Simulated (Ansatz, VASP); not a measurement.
## One calculation of Si, two programs

```xyz
2
Lattice="0.0000 2.7352 2.7352 2.7352 0.0000 2.7352 2.7352 2.7352 0.0000" Properties=species:S:1:pos:R:3 pbc="T T T"
Si    0.0000    0.0000    0.0000
Si    1.3676    1.3676    1.3676
```

Alike in both runs: functional PBE; k mesh 8 × 8 × 8; occupations gaussian, width 0.02 eV; no spin polarisation.

Ansatz relaxed the structure, and its values are those at the end. VASP's run is a single point on that final structure, the one shown.

|  | VASP | Ansatz |
| --- | --- | --- |
| version | VASP 6.6.1 | Ansatz 0.2.0 |
| potentials or method | VASP PAW PBE potentials, release 64 (Si), cutoff 500 eV | scalar-relativistic, plane waves, PAW |
| valence electrons in the cell | 8 | 8 |

Ansatz gave:

```
gap on the k mesh at the Fermi level (eV) : 0.65
least direct gap on the mesh (eV)         : 2.55
pressure (GPa)                            : 0.0
```

Which values does VASP return?

gap on the k mesh at the Fermi level (eV): 0.65; least direct gap on the mesh (eV): 2.56; pressure (GPa): -0.1.
